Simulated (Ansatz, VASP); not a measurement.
This is a calculation of PtSe for Ansatz 0.2.0.

Contents of input.yaml:

```yaml
crystal:
  lattice:
    - [0.0, 2.79841113, 2.79841113]
    - [2.79841113, 0.0, 2.79841113]
    - [2.79841113, 2.79841113, 0.0]
  atoms:
    - { symbol: Pt, position: [0.5, 0.5, 0.5] }
    - { symbol: Se, position: [0.0, 0.0, 0.0] }
hamiltonian:
  xc: pbe
  pseudopotentials: { kind: paw }
  dispersion: d4
kpoints:
  mp_grid: { grid: [8, 8, 8] }
scf:
  occupations: { method: fermi_dirac, width: 0.05 }
output:
  forces: true
  stress: true
  eigenvalues: true
relax:
  f_tol: 0.01
  max_steps: 40
  cell: { stress_tol: 0.05 }
```

Potentials or basis: Ansatz PAW.

The run is started by

```console
$ ansatz run input.yaml --threads 2 --pin off --max-ram 5632MiB --backend cpu --events-out ev --progress --plain --runs-dir out
```

Q: Set up the same calculation for VASP 6.6.1. Potentials there: VASP PAW PBE potentials, release 64 (Pt, Se).

A: As run (the cutoff follows the program's own potentials):

File INCAR:

```
SYSTEM = PtSe
PREC = Accurate
ENCUT = 600
EDIFF = 1E-7
ISMEAR = -1
SIGMA = 0.05
LREAL = .False.
LASPH = .True.
NELM = 80
ALGO = Normal
ISIF = 3
LWAVE = .False.
LCHARG = .False.
GGA = PE
IVDW = 13
IBRION = 2
NSW = 60
EDIFFG = -0.01
```

KPOINTS

```
regular mesh
0
Gamma
  8 8 8
  0 0 0
```

POSCAR

```
PtSe
1.0
    0.0000000000      2.7984111300      2.7984111300
    2.7984111300      0.0000000000      2.7984111300
    2.7984111300      2.7984111300      0.0000000000
Pt Se
1 1
Direct
    0.5000000000      0.5000000000      0.5000000000
    0.0000000000      0.0000000000      0.0000000000
```

Potentials or basis: VASP PAW PBE potentials, release 64 (Pt, Se).

Launch:

```bash
$ cat potpaw_PBE.64/Pt/POTCAR potpaw_PBE.64/Se/POTCAR > POTCAR
$ mpirun -np 1 vasp_std > vasp.out
```

Both were run:

|  | VASP | Ansatz | Ansatz less VASP |
| --- | --- | --- | --- |
| gap on the k mesh at the Fermi level, each at its own relaxed structure (eV) | none | none | - |
| relaxed volume (Å³/atom) | 17.86 | 17.86 | +0.001 |
| relaxed cell length with the largest relative difference (Å) | 3.697 | 3.697 | 0.0000 |

A gap of «none» marks a metal or a gap that the smearing closes. VASP's potentials hold 16 valence electrons a cell and Ansatz's 34, so a difference there can come from the potentials and not from the codes.

Spin-orbit coupling is off throughout. Noted on VASP's run: the volume moved by over 15 % at a fixed basis, so the end points are rough. Noted on Ansatz's run: the volume moved by over 15 % at a fixed basis, so the end points are rough; the plane-wave basis is chosen anew once the cell has moved, so the energies of steps on either side of that aren't comparable.
